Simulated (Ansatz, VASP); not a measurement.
## Ag in VASP and in Ansatz

```
CELL_PARAMETERS angstrom
-1.58714 1.58714 1.58714
1.58714 -1.58714 1.58714
1.58714 1.58714 -1.58714
ATOMIC_POSITIONS crystal
Ag 0.00000 0.00000 0.00000
```

Alike in both runs: task relaxation of cell and atoms; functional LDA; k mesh 17 × 17 × 17; occupations fermi-dirac, width 0.1 eV; no spin polarisation.

|  | VASP | Ansatz |
| --- | --- | --- |
| version | VASP 6.6.1 | Ansatz 0.2.0 |
| potentials or method | VASP PAW LDA potentials, release 64 (Ag) | PAW with Ansatz's default frozen-core files, scalar-relativistic |
| plane-wave cutoff (eV) | 600 | 420 |
| valence electrons in the cell | 11 | 19 |

```tsv
	VASP	Ansatz	Ansatz less VASP
relaxed volume (Å³/atom)	16.12	16.11	-0.009
relaxed cell length with the largest relative difference (Å)	2.756	2.756	-0.0005
```

LDA's correlation is that of Perdew and Zunger in VASP and of Perdew and Wang (1992) in Ansatz. VASP's potentials hold 11 valence electrons a cell and Ansatz's 19, so a difference there can come from the potentials and not from the codes.
